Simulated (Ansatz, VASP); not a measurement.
Two plane-wave programs on Rb3SiS

```xyz
5
Lattice="6.3004 0.0000 0.0000 0.0000 6.3004 0.0000 0.0000 0.0000 6.3004" Properties=species:S:1:pos:R:3 pbc="T T T"
Rb    3.1502    3.1502    0.0000
Rb    3.1502    0.0000    3.1502
Rb    0.0000    3.1502    3.1502
Si    0.0000    0.0000    0.0000
S     3.1502    3.1502    3.1502
```

Change from the starting cell: species swapped into the Sm3AlN type (Pm-3m, No. 221).

Alike in both runs: task relaxation of cell and atoms; functional PBE; k mesh 6 × 6 × 6; occupations gaussian, width 0.1 eV; no spin polarisation.

|  | VASP | Ansatz |
| --- | --- | --- |
| version | VASP 6.6.1 | Ansatz 0.2.0 |
| potentials or method | VASP PAW PBE potentials, release 64 (Rb_sv, Si, S), cutoff 600 eV | scalar-relativistic, plane waves, PAW |
| valence electrons in the cell | 37 | 37 |

|  | VASP | Ansatz | Ansatz less VASP |
| --- | --- | --- | --- |
| gap on the k mesh at the Fermi level, each at its own relaxed structure (eV) | none | none | - |
| relaxed volume (Å³/atom) | 51.20 | 51.01 | -0.188 |
| relaxed cell length with the largest relative difference (Å) | 6.350 | 6.342 | -0.0078 |

A gap of «none» marks a metal or a gap that the smearing closes.
